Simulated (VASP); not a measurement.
## MgS: single point with LDA

MgS, a slab with vacuum:

```
Mg S
1.0
     3.67929    0.00000    0.00000
     0.00000    3.67929    0.00000
     0.00000    0.00000   30.40660
Mg S
5 5
Cartesian
  1.8396 1.8396 10.0000
  0.0000 0.0000 12.6016
  1.8396 1.8396 15.1340
  0.0000 0.0000 17.7426
  1.8396 1.8396 20.1309
  0.0000 0.0000 10.0000
  1.8396 1.8396 12.6016
  0.0000 0.0000 15.1581
  1.8396 1.8396 17.6679
  0.0000 0.0000 20.3101
```

- Program: VASP 6.6.1
- Task: single point
- Functional: LDA
- Potentials or basis: VASP PAW LDA potentials, release 64 (Mg, S)
- Cutoff: 520 eV
- k mesh: 7 × 7 × 1
- Occupations: gaussian, width 0.05 eV
- Spin: no spin polarisation

```
Largest force          : 0.748 eV/Å
Band gap on the k mesh : 2.59 eV (least direct gap 2.75 eV)
```

Forces in eV/Å, atoms in the order of the input:
```
Mg   0.000  0.000  0.748
Mg   0.000  0.000 -0.118
Mg   0.000  0.000  0.000
Mg   0.000  0.000 -0.006
Mg   0.000  0.000 -0.033
S    0.000  0.000 -0.341
S    0.000  0.000 -0.241
S    0.000  0.000 -0.002
S    0.000  0.000  0.003
S    0.000  0.000 -0.011
```

Levels at points of the mesh, in eV from the valence-band top:
```
           k point  band 17  band 18  band 19  band 20  band 21  band 22  band 23  band 24
(0.00, 0.00, 0.00)    -0.39    -0.39     0.00     0.00     2.75     3.05     3.28     4.04
```

Wall time 5.8 min on 1 thread of Intel(R) Xeon(R) Platinum 8259CL CPU @ 2.50GHz (Skylake/Cascade Lake), with other jobs on the host, peak memory 0.39 GiB.
